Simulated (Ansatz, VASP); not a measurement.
# Sn5PbSe6 in VASP and in Ansatz

```
Sn Pb Se
1.0
     4.31511    0.00000    0.00000
     0.00000    6.10248    0.00000
     0.00000    0.00000   12.94532
Sn Pb Se
5 1 6
Direct
  0.00000 0.00000 0.83333
  0.00000 0.00000 0.16667
  0.50000 0.50000 0.33333
  0.00000 0.00000 0.50000
  0.50000 0.50000 0.66667
  0.50000 0.50000 0.00000
  0.00000 0.50000 0.83333
  0.50000 0.00000 0.00000
  0.00000 0.50000 0.16667
  0.50000 0.00000 0.33333
  0.00000 0.50000 0.50000
  0.50000 0.00000 0.66667
```

Alike in both runs: task single point; functional PBE; k mesh 4 × 4 × 2; occupations gaussian, width 0.1 eV; no spin polarisation.

|  | VASP | Ansatz |
| --- | --- | --- |
| version | VASP 6.6.1 | Ansatz 0.2.0 |
| potentials or method | VASP PAW PBE potentials, release 64 (Sn_d, Pb_d, Se), cutoff 500 eV | scalar-relativistic, plane waves, PAW |
| valence electrons in the cell | 120 | 180 |

|  | VASP | Ansatz | Ansatz less VASP |
| --- | --- | --- | --- |
| gap on the k mesh at the Fermi level (eV) | 0.20 | 0.20 | +0.001 |
| least direct gap on the mesh (eV) | 0.20 | 0.20 | +0.001 |
| pressure (GPa) | -0.6 | -0.6 | +0.01 |
| traceless stress, the component that is largest in VASP (GPa) | 0.21 | 0.21 | 0.000 |
| rms of the force components (eV/Å) | 0.069 | 0.070 | +0.0001 |

Atom by atom the forces differ by 0.000 eV/Å (rms over components). VASP's potentials hold 120 valence electrons a cell and Ansatz's 180, so a difference there can come from the potentials and not from the codes.

Spin-orbit coupling is off throughout.
